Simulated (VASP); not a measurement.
# ZnWO4 in VASP: a series of runs

ZnWO4 is run at these levels: PBE; tasks: single point.

Program: VASP 6.6.1. These are calculated values, not measurements. Logs are shortened: lines on timing, memory, paths and dates and some standing lists are left out, and cuts for length are marked.

## (1) The cell of the first run

The cell holds a disordered packing, 18 atoms: a = 6.331 Å, b = 5.929 Å, c = 6.259 Å, α = 90.59°, β = 90.65°, γ = 87.54°.

## (2) Single point, PBE

INCAR

```
SYSTEM = ZnWO4
  ALGO = Normal
  EDIFF = 1E-6
  ENCUT = 1000
  GGA = PE
  GGA_COMPAT = .FALSE.
  ISIF = 2
  ISMEAR = -1
  ISYM = 0
  LASPH = .TRUE.
  LCHARG = .FALSE.
  LREAL = Auto
  LWAVE = .FALSE.
  NBANDS = 90
  NELM = 120
  PREC = Accurate
  SIGMA = 0.1034
```

KPOINTS

```
k-points
0
G
  1 1 1
  0 0 0
```

POSCAR

```
ZnWO4
1.0
    6.3295770000      0.1311510000     -0.0352210000
    0.1311510000      5.9276150000     -0.0312300000
   -0.0352210000     -0.0312300000      6.2590500000
W O Zn
3 12 3
Direct
    0.7203436987      0.6278047800      0.8088961693
    0.6340110595      0.5032580186      0.3384234431
    0.3542771921     -0.0208040709      0.2518182928
    0.6207520499      0.3546809970      0.5980995831
    0.2378425140      0.0992098885     -0.0055937601
   -0.0499593029      0.4519122311      0.8070607524
    0.8995027794      0.5607071380      0.4178588238
    0.5328432571      0.1833765160      0.3047170291
    0.3042775956      0.5885518772      0.2534180804
    0.5981267686      0.7893190784      0.0796520331
    0.8711952843      0.8720391608      0.7817336740
    0.1794422328      0.0506464139      0.4854137325
    0.5587077903      0.7969832949      0.4757995279
    0.3222118743      0.6331280111      0.7641532201
    0.6696173985      0.3892900117      0.0652354785
    0.2654391323      0.4718947772      0.9866528156
    0.1785404496      0.9154964188      0.7461115227
    0.1654150868      0.4441820207      0.5061595433
```

Potentials or basis: VASP PAW PBE potentials, release 64 (W_sv, O_h, Zn).

Launch:

```bash
cat potpaw_PBE.64/W_sv/POTCAR potpaw_PBE.64/O_h/POTCAR potpaw_PBE.64/Zn/POTCAR > POTCAR
mpirun -np 1 vasp_gam > vasp.out
```

OUTCAR:

```text
SYSTEM = ZnWO4
   EDIFF = 1E-6
   ENCUT = 1000
   GGA = PE
   ISIF = 2
   ISMEAR = -1
   ISYM = 0
   LASPH = .TRUE.
   LREAL = Auto
   NELM = 120
   PREC = Accurate

 ion  position               nearest neighbor table
   1  0.720  0.628  0.809-   6 1.75  11 1.78  10 2.08  15 2.19   4 2.19   2 3.08   2 3.46
   2  0.634  0.503  0.338-   7 1.79  15 1.84   4 1.86  13 1.98   8 2.04   9 2.19  10 2.36   1 3.08
                            18 3.19  16 3.20   3 3.31   1 3.46
   3  0.354  0.979  0.252-   8 1.72  12 1.88   5 1.90  10 2.16  13 2.16   9 2.35   2 3.31
   4  0.621  0.355  0.598-   2 1.86   1 2.19
   5  0.238  0.099  0.994-   3 1.90  17 1.93  16 2.23
   6  0.950  0.452  0.807-   1 1.75
   7  0.900  0.561  0.418-   2 1.79  18 1.87
   8  0.533  0.183  0.305-   3 1.72   2 2.04
   9  0.304  0.589  0.253-  16 1.82  18 2.03   2 2.19   3 2.35
  10  0.598  0.789  0.080-   1 2.08   3 2.16   2 2.36
  11  0.871  0.872  0.782-   1 1.78  17 1.99
  12  0.179  0.051  0.485-  17 1.83   3 1.88
  13  0.559  0.797  0.476-   2 1.98   3 2.16
  14  0.322  0.633  0.764-  16 1.75  17 1.87  18 2.21
  15  0.670  0.389  0.065-   2 1.84   1 2.19
  16  0.265  0.472  0.987-  14 1.75   9 1.82   5 2.23   2 3.20
  17  0.179  0.915  0.746-  12 1.83  14 1.87   5 1.93  11 1.99
  18  0.165  0.444  0.506-   7 1.87   9 2.03  14 2.21   2 3.19

IMPORTANT INFORMATION: All symmetrisations will be switched off!
NOSYMM: (Re-)initialisation of all symmetry stuff for point group C_1.

----------------------------------------------------------------------------------------

                                     Primitive cell

  volume of cell :     234.7142

  direct lattice vectors                    reciprocal lattice vectors
     6.329577000  0.131151000 -0.035221000     0.158065663 -0.003492676  0.000872042
     0.131151000  5.927615000 -0.031230000    -0.003492676  0.168783525  0.000822504
    -0.035221000 -0.031230000  6.259050000     0.000872042  0.000822504  0.159777666

  length of vectors
     6.331033573  5.929147956  6.259227008     0.158106650  0.168821662  0.159782163

  position of ions in fractional coordinates (direct lattice)
     0.720343699  0.627804780  0.808896169
     0.634011059  0.503258019  0.338423443
     0.354277192  0.979195929  0.251818293
     0.620752050  0.354680997  0.598099583
     0.237842514  0.099209888  0.994406240
     0.950040697  0.451912231  0.807060752
     0.899502779  0.560707138  0.417858824
     0.532843257  0.183376516  0.304717029
     0.304277596  0.588551877  0.253418080
     0.598126769  0.789319078  0.079652033
     0.871195284  0.872039161  0.781733674
     0.179442233  0.050646414  0.485413732
     0.558707790  0.796983295  0.475799528
     0.322211874  0.633128011  0.764153220
     0.669617399  0.389290012  0.065235478
     0.265439132  0.471894777  0.986652816
     0.178540450  0.915496419  0.746111523
     0.165415087  0.444182021  0.506159543

  ion indices of the primitive-cell ions
   primitive index   ion index
                 1           1
                 2           2
                 3           3
                 4           4
                 5           5
                 6           6
                 7           7
                 8           8
                 9           9
                10          10
                11          11
                12          12
                13          13
                14          14
                15          15
                16          16
                17          17
                18          18

----------------------------------------------------------------------------------------

 KPOINTS: k-points

Automatic generation of k-mesh.
 Grid dimensions read from file:
 generate k-points for:    1    1    1

 Generating k-lattice:

  Cartesian coordinates                     Fractional coordinates (reciprocal lattice)
     0.158065663 -0.003492676  0.000872042     1.000000000  0.000000000  0.000000000
    -0.003492676  0.168783525  0.000822504     0.000000000  1.000000000 -0.000000000
     0.000872042  0.000822504  0.159777666     0.000000000  0.000000000  1.000000000

  Length of vectors
     0.158106650  0.168821662  0.159782163

  Shift w.r.t. Gamma in fractional coordinates (k-lattice)
     0.000000000  0.000000000  0.000000000

 Subroutine IBZKPT returns following result:
 ===========================================

 Found      1 irreducible k-points:

 Following reciprocal coordinates:
            Coordinates               Weight
  0.000000  0.000000  0.000000      1.000000
   k-points           NKPTS =      1   k-points in BZ     NKDIM =      1   number of bands    NBANDS=     90
   number of dos      NEDOS =    301   number of ions     NIONS =     18
   total plane-waves  NPLWV = 313600
   dimension x,y,z NGX =    70 NGY =   64 NGZ =   70
   dimension x,y,z NGXF=   140 NGYF=  128 NGZF=  140
   ions per type =               3  12   3
[... 76 lines left out ...]
      8     -36.7312      2.00000
      9     -36.6780      2.00000
     10     -36.6302      2.00000
     11     -36.4461      2.00000
     12     -36.4362      2.00000
     13     -16.8651      2.00000
     14     -16.0250      2.00000
     15     -15.7448      2.00000
     16     -15.5903      2.00000
     17     -15.3881      2.00000
     18     -15.0325      2.00000
     19     -14.8892      2.00000
     20     -14.5893      2.00000
     21     -14.4872      2.00000
     22     -14.3586      2.00000
     23     -14.1568      2.00000
     24     -14.0024      2.00000
     25      -4.8024      2.00000
     26      -4.2020      2.00000
     27      -4.0857      2.00000
     28      -4.0527      2.00000
     29      -3.9634      2.00000
     30      -3.8876      2.00000
     31      -3.7976      2.00000
     32      -3.6722      2.00000
     33      -3.5607      2.00000
     34      -3.5470      2.00000
     35      -3.3629      2.00000
     36      -3.2926      2.00000
     37      -3.2215      2.00000
     38      -3.1510      2.00000
     39      -3.1096      2.00000
     40      -3.0090      2.00000
     41      -2.8862      2.00000
     42      -2.8370      2.00000
     43      -2.8021      2.00000
     44      -2.4643      2.00000
     45      -2.4354      2.00000
     46      -2.4029      2.00000
     47      -2.3213      2.00000
     48      -2.1649      2.00000
     49      -1.9608      2.00000
     50      -1.7729      2.00000
     51      -1.5020      2.00000
     52      -1.4422      2.00000
     53      -1.3200      2.00000
     54      -1.1042      2.00000
     55      -0.9488      2.00000
     56      -0.7085      2.00000
     57      -0.6244      2.00000
     58      -0.4009      2.00000
     59      -0.2441      2.00000
     60      -0.1043      2.00000
     61      -0.0653      2.00000
     62       0.0809      2.00000
     63       0.3536      2.00000
     64       0.6384      2.00000
     65       0.7479      2.00000
     66       0.8511      2.00000
     67       0.9231      2.00000
     68       0.9469      2.00000
     69       1.1785      2.00000
     70       1.4300      2.00000
     71       1.6575      2.00000
     72       1.7134      2.00000
     73       1.9171      2.00000
     74       1.9900      2.00000
     75       2.2794      1.99997
     76       4.5974      0.00003
     77       4.8730      0.00000
     78       5.1328      0.00000
     79       5.2476      0.00000
     80       5.4253      0.00000
     81       5.8421      0.00000
     82       6.0301      0.00000
     83       6.2341      0.00000
     84       6.4936      0.00000
     85       6.8006      0.00000
     86       7.4180      0.00000
     87       7.9859      0.00000
 [bands above 87 left out]

------------------------ aborting loop because EDIFF is reached ----------------------------------------

  FORCE on cell =-STRESS in cart. coord.  units (eV):
  Direction    XX          YY          ZZ          XY          YZ          ZX
  --------------------------------------------------------------------------------------
  -------------------------------------------------------------------------------------
  Total        4.1444958      1.3643817     10.1667665      7.5873785     -1.9483421     -4.1435177
  in kB       28.2906437      9.3133734     69.3991218     51.7920231    -13.2995318    -28.2839670
  external PRESSURE =      35.6677130 kB  Pullay stress =       0.0000000 kB

 VOLUME and BASIS-vectors are now :
 -----------------------------------------------------------------------------
  energy-cutoff  :     1000.00
  volume of cell :      234.71
      direct lattice vectors                 reciprocal lattice vectors
     6.329577000  0.131151000 -0.035221000     0.158065663 -0.003492676  0.000872042
     0.131151000  5.927615000 -0.031230000    -0.003492676  0.168783525  0.000822504
    -0.035221000 -0.031230000  6.259050000     0.000872042  0.000822504  0.159777666

 POSITION                                       TOTAL-FORCE (eV/Angst)
 -----------------------------------------------------------------------------------
      4.61332      3.79060      5.01794        -1.384490      1.412632      0.765368
      4.06711      3.05570      2.08016        -0.275801      2.545800      0.248416
      2.36198      5.84290      1.53308         1.219338     -3.422539     -0.135200
      3.95455      2.16515      3.71060        -0.495982      1.217774      1.183924
      1.48343      0.58822      6.21256         0.741854      0.029859      2.320299
      6.04420      2.77816      5.00386         1.030580     -1.573199      0.586279
      5.75229      3.42858      2.56621         0.446347      0.587625     -1.063639
      3.38599      1.14735      1.88275        -0.495101     -0.332156     -0.414785
      1.99421      3.52070      1.55706         0.057972      0.769930      1.654725
      3.88660      4.75474      0.45283        -0.344759     -0.125329     -0.358254
      5.60113      5.25896      4.83499        -0.885371      0.037623     -0.243174
      1.12534      0.30859      3.03033         0.253936      1.496929     -2.667302
      3.62415      4.78263      2.93348        -0.318873     -0.989944     -0.108664
      2.09559      3.77133      4.75175         1.397696      0.554345     -2.514684
      4.28715      2.39335      0.37257         0.623124      0.575160     -1.874986
      1.70726      2.80121      6.15142        -1.417642     -2.490586      0.787985
      1.22388      5.42683      4.63507        -0.736834     -0.535932      0.946638
      1.08743      2.63883      3.14838         0.584007      0.242009      0.887055
 -----------------------------------------------------------------------------------
    total drift:                                0.014450      0.006631     -0.001835

  FREE ENERGIE OF THE ION-ELECTRON SYSTEM (eV)
  ---------------------------------------------------
  free  energy   TOTEN  =      -129.2132615126 eV

  energy  without entropy=     -129.2131855332  energy(sigma->0) =     -129.21322352
```

Run time: 3.4 min. Hardware: 1 thread of Intel Xeon 6975P-C (Granite Rapids), shared host; peak memory 0.63 GiB.

Results:

| Property | Result |
| --- | --- |
| Free energy | -129.2133 eV |
| Pressure | 3.6 GPa |
| Largest force | 3.636 eV/Å |

Forces in eV/Å, atoms in the order of the input:
```
W   -1.384  1.413  0.765
W   -0.276  2.546  0.248
W    1.219 -3.423 -0.135
O   -0.496  1.218  1.184
O    0.742  0.030  2.320
O    1.031 -1.573  0.586
O    0.446  0.588 -1.064
O   -0.495 -0.332 -0.415
O    0.058  0.770  1.655
O   -0.345 -0.125 -0.358
O   -0.885  0.038 -0.243
O    0.254  1.497 -2.667
O   -0.319 -0.990 -0.109
O    1.398  0.554 -2.515
O    0.623  0.575 -1.875
Zn  -1.418 -2.491  0.788
Zn  -0.737 -0.536  0.947
Zn   0.584  0.242  0.887
```

Caveat: the k points lie up to 1.06 Å⁻¹ apart, too coarse for converged energies, forces and pressures; the atoms stand as in a frame of molecular dynamics; spin-orbit coupling is left out, which moves the levels of the heavy elements.

## (3) Single point, PBE

INCAR

```
SYSTEM = ZnWO4
PREC     = Accurate       ! precision mode
ENCUT    = 520            ! plane-wave cutoff, eV
EDIFF    = 1E-6           ! SCF threshold, eV
ISMEAR   = -1             ! smearing method
SIGMA    = 0.2585         ! smearing width, eV
LREAL    = Auto         
LASPH    = .True.         ! aspherical terms in the spheres
NELM     = 100            ! most SCF steps
ALGO     = Normal         ! electronic algorithm
ISIF     = 2              ! what is computed and relaxed
LWAVE    = .False.        ! write WAVECAR
LCHARG   = .True.         ! write CHGCAR
GGA      = PE             ! functional
LELF     = .True.         ! ELF
LVHAR    = .True.       
NBANDS   = 90             ! bands
```

KPOINTS

```
regular mesh
0
Gamma
  3 3 3
  0 0 0
```

POSCAR

```
ZnWO4
1.0
    6.3295770000      0.1311510000     -0.0352210000
    0.1311510000      5.9276150000     -0.0312300000
   -0.0352210000     -0.0312300000      6.2590500000
W O Zn
3 12 3
Direct
    0.8770521500      0.5816329667      0.8678577254
    0.7043987352      0.6121184059      0.3726842439
    0.4095886279      0.0315150663      0.2107105198
    0.7090998625      0.4928980040      0.6815085801
    0.5132525630      0.1913855255      0.9857959620
    0.0685400026      0.3987034712      0.7165411855
    0.9782743816      0.7469298783      0.3822679352
    0.5367011861      0.3727859346      0.3951805647
    0.4169680217      0.7291934551      0.3708598895
    0.7069413854      0.7793945188      0.0528039781
    0.9812423737      0.8570718101      0.7797593368
    0.2102473259      0.2204715323      0.3437831616
    0.6315879285      0.9875118187      0.3977132804
    0.2733785648      0.8399502984      0.0200253223
    0.8499682649      0.3911838569      0.1064255223
    0.2952876066      0.4750097807      0.9930582546
    0.1449687441      0.1071577489      0.7639354735
    0.2006860729      0.5667682191      0.4259744502
```

Potentials or basis: VASP PAW PBE potentials, release 64 (W_sv, O, Zn).

Launch:

```bash
cat potpaw_PBE.64/W_sv/POTCAR potpaw_PBE.64/O/POTCAR potpaw_PBE.64/Zn/POTCAR > POTCAR
mpirun -np 1 vasp_std > vasp.out
```

It took 13 min on 1 thread of Oxide Virtual Turin-like, shared host; peak memory 0.38 GiB.

It converged, with:

```
Free energy            : -123.6946 eV
Pressure               : 10.9 GPa
Largest force          : 10.649 eV/Å
Band gap on the k mesh : 0.83 eV
```

Forces in eV/Å, atoms in the order of the input:
```
W    1.247  7.080  7.855
W    1.000  1.647 -4.333
W    1.100  1.298  1.180
O   -5.209 -0.547 -4.397
O   -1.813  1.562 -0.893
O    4.408 -0.576 -0.337
O   -3.172 -0.597  0.214
O    1.650 -0.281 -1.227
O   -0.141  1.307 -0.317
O   -1.143 -1.469  1.082
O   -0.743 -1.507 -0.473
O   -0.485 -1.406 -0.859
O    1.807 -0.431  0.787
O   -0.079 -1.259 -0.356
O    0.723  0.982  0.730
Zn   1.503  0.578  0.238
Zn   0.051 -2.404  0.154
Zn  -0.703 -3.978  0.952
```

Stress tensor (GPa, compression positive):
```
20.57  0.48 10.13
 0.48  3.42  3.25
10.13  3.25  8.79
```

Levels at points of the mesh, in eV from the valence-band top:
| k point | band 73 | band 74 | band 75 | band 76 | band 77 | band 78 |
| --- | --- | --- | --- | --- | --- | --- |
| (0.00, 0.00, 0.00) | -0.85 | -0.76 | 0.00 | 0.83 | 1.59 | 2.29 |

Caveat: the atoms stand as in a frame of molecular dynamics; so wide a smearing shifts energies and pressures; spin-orbit coupling is left out, which moves the levels of the heavy elements.

## (4) Single point, PBE

INCAR

```
PREC = Accurate
ENCUT = 520
EDIFF = 1E-6
ISMEAR = -1
SIGMA = 0.1861
LREAL = Auto
LASPH = T
NELM = 100
ALGO = Normal
ISIF = 2
LWAVE = F
LCHARG = F
GGA = PE
NBANDS = 90
```

KPOINTS

```
Automatic mesh
0
Gamma
  3 3 3
```

POSCAR

```
ZnWO4
1.0
    6.3295770000      0.1311510000     -0.0352210000
    0.1311510000      5.9276150000     -0.0312300000
   -0.0352210000     -0.0312300000      6.2590500000
W O Zn
3 12 3
Direct
    0.7607004823      0.6713677363      0.8210016453
    0.6907779156      0.6025623386      0.2897594572
    0.4098822244      0.0114695946      0.2288150174
    0.6311409260      0.4983698516      0.6063446015
    0.2256270052      0.0908835897      0.0136726437
    0.0954479314      0.5775759105      0.7223828949
    0.9239847921      0.6908547816      0.4166986316
    0.5842642714      0.2848593113      0.1367526564
    0.3759209714      0.5896655818      0.2615814619
    0.7200080332      0.8942301659      0.1401654880
    0.8826905144      0.9151036932      0.7431906717
    0.2452463924      0.1469036344      0.4452146817
    0.5522182134      0.9031979216      0.4867276211
    0.4680895999      0.6616296039      0.8790499411
    0.9207021621      0.5291636822      0.0866336406
    0.2862473402      0.4391065338      0.9515653807
    0.2160086188      0.9204530621      0.6847883811
    0.1430630444      0.4486941512      0.4516986702
```

Launch:

```bash
cat potpaw_PBE.64/W_sv/POTCAR potpaw_PBE.64/O/POTCAR potpaw_PBE.64/Zn/POTCAR > POTCAR
mpirun -np 1 vasp_std > vasp.out
```

Wall time 14 min (1 thread of Oxide Virtual Turin-like, shared host); peak memory 0.39 GiB.

Results (log left out):

```yaml
Free_energy: -125.3353 eV
Pressure: 0.4 GPa
Largest_force: 5.229 eV/Å
Band_gap_on_the_k_mesh: 1.21 eV (least direct gap 1.33 eV)
```

Forces in eV/Å, atoms in the order of the input:
```
W    1.614 -0.651  1.199
W   -0.506 -0.794  0.819
W    4.947  1.692 -0.039
O    2.035 -1.171 -2.562
O   -0.367 -0.334 -1.502
O    0.537 -0.725  2.005
O    0.824  0.350  0.598
O   -1.157 -1.468  1.677
O   -1.633  2.385  0.488
O   -2.429 -1.543 -1.072
O   -0.574  1.675  0.444
O   -0.815 -0.417  0.134
O   -0.881 -0.764 -0.791
O    1.237  3.029  1.142
O   -2.087 -0.503 -3.184
Zn  -1.200 -0.626  0.593
Zn  -0.214 -0.925  0.740
Zn   0.668  0.791 -0.691
```

Stress tensor (GPa, compression positive):
```
-3.33 -8.41  0.54
-8.41 -1.68  3.02
 0.54  3.02  6.17
```

Levels at points of the mesh, in eV from the valence-band top:
| k point | band 72 | band 73 | band 74 | band 75 | band 76 | band 77 | band 78 | band 79 |
| --- | --- | --- | --- | --- | --- | --- | --- | --- |
| (0.00, 0.00, 0.00) | -0.79 | -0.55 | -0.45 | -0.02 | 1.41 | 1.58 | 2.10 | 2.22 |

Caveat: the atoms stand as in a frame of molecular dynamics; spin-orbit coupling is left out, which moves the levels of the heavy elements.

## (5) The runs side by side

```csv
potentials or basis,cell,k mesh,cutoff (eV),smearing,gap on the mesh (eV),pressure (GPa),largest force (eV/Å)
"VASP PAW PBE potentials, release 64 (W_sv, O_h, Zn)","as given, atomic positions A",1 × 1 × 1,1000,fermi-dirac 0.1034 eV,-,3.6,3.64
"VASP PAW PBE potentials, release 64 (W_sv, O, Zn)","as given, atomic positions B",3 × 3 × 3,520,fermi-dirac 0.2585 eV,0.83,10.9,10.65
"VASP PAW PBE potentials, release 64 (W_sv, O, Zn)","as given, atomic positions C",3 × 3 × 3,520,fermi-dirac 0.1861 eV,1.21,0.4,5.23
```

Alike in all rows: task single point; level PBE; no spin polarisation.

Caveats: some runs use coarse meshes; the atoms stand as in a frame of molecular dynamics; spin-orbit coupling is left out, which moves the levels of the heavy elements; so wide a smearing shifts energies and pressures (at least some runs).

Total energies depend on the potentials used, so only differences within one code and one set of settings carry meaning.
